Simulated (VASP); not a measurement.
Here is a VASP 6.6.1 calculation.

The input INCAR:

```
SYSTEM = SrPd3Se4
  PREC = Accurate
  ENCUT = 520
  EDIFF = 1E-7
  ISMEAR = -1
  SIGMA = 0.03
  LREAL = .False.
  LASPH = .True.
  NELM = 100
  ALGO = Normal
  ISIF = 2
  LWAVE = .False.
  LCHARG = .False.
  GGA = PS
  NBANDS = 42
```

The input KPOINTS:

```
Automatic mesh
0
Gamma
  4 4 4
  0 0 0
```

Contents of POSCAR:

```
SrPd3Se4
1.0
    5.5436618474      0.0000000000      0.0000000000
    0.0000000000      5.5436618474      0.0000000000
    0.0000000000      0.0000000000      5.5436618474
Sr Pd Se
1 3 4
Direct
    0.0000000000      0.0000000000      0.0000000000
    0.0000000000      0.5000000000      0.0000000000
    0.0000000000      0.0000000000      0.5000000000
    0.5000000000      0.0000000000      0.0000000000
    0.6949369085      0.3050630915      0.6949369085
    0.3050630915      0.6949369085      0.6949369085
    0.6949369085      0.6949369085      0.3050630915
    0.3050630915      0.3050630915      0.3050630915
```

Potentials or basis: VASP PAW PBE potentials, release 64 (Sr_sv, Pd, Se).

Launch:

```sh
$ cat potpaw_PBE.64/Sr_sv/POTCAR potpaw_PBE.64/Pd/POTCAR potpaw_PBE.64/Se/POTCAR > POTCAR
$ mpirun -np 1 vasp_std > vasp.out
```

Task: Predict the largest force.

Result: 0.030 eV/Å.

Task: Estimate the pressure.

Result: 0.3 GPa.

Forces in eV/Å, atoms in the order of the input:
```
Sr   0.000  0.000  0.000
Pd   0.000  0.000  0.000
Pd   0.000  0.000  0.000
Pd   0.000  0.000  0.000
Se  -0.017  0.017 -0.017
Se   0.017 -0.017 -0.017
Se  -0.017 -0.017  0.017
Se   0.017  0.017  0.017
```

Caveat: the PAW data sets were made with another functional, which shifts forces and pressure a little.
